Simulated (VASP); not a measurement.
## Br: single point with LDA

The system is Br.

```xyz
3
Lattice="4.8275 0.0000 0.0000 0.0000 4.8275 0.0000 0.0000 0.0000 4.5976" Properties=species:S:1:pos:R:3 pbc="T T T"
Br    2.4138    0.0000    0.0000
Br    0.0000    2.4138    0.0000
Br    0.0000    0.0000    2.2988
```

- Program: VASP 6.6.1
- Task: single point
- Functional: LDA
- Potentials or basis: VASP PAW LDA potentials, release 64 (Br)
- Cutoff: 520 eV
- k mesh: 8 × 8 × 8
- Occupations: fermi-dirac, width 0.1 eV
- Spin: no spin polarisation

```yaml
Pressure: -4.9 GPa
Band_gap_on_the_k_mesh: zero (an odd number of electrons rules out a gap without spin polarisation)
```

Stress tensor (GPa, compression positive):
```
-4.77  0.00  0.00
 0.00 -4.77  0.00
 0.00  0.00 -5.14
```

Levels at points of the mesh, in eV from the Fermi level:
```tsv
k point	band 7	band 8	band 9	band 10	band 11	band 12	band 13	band 14
(0.00, 0.00, 0.00)	-0.79	-0.79	-0.76	0.27	0.30	0.30	5.18	6.85
(0.50, 0.00, 0.00)	-1.65	-1.36	-1.34	-1.12	-0.07	0.04	7.24	7.72
(0.50, 0.50, 0.00)	-1.64	-1.64	-1.29	-1.29	0.07	0.37	8.10	9.21
(0.00, 0.00, 0.50)	-1.85	-1.57	-1.57	-1.24	-0.10	-0.10	7.41	8.04
(0.50, 0.00, 0.50)	-1.57	-1.53	-1.46	-1.29	0.26	0.47	7.94	8.73
(0.50, 0.50, 0.50)	-2.85	0.12	0.35	0.39	0.48	0.48	5.74	9.03
```

Wall time 38 s on 1 thread of Intel(R) Xeon(R) 6975P-C (Granite Rapids), with other jobs on the host, peak memory 0.24 GiB.

Caveat: the cell stands under tension; an odd number of electrons without spin polarisation forces a metal; a magnetic or distorted state may lie lower.
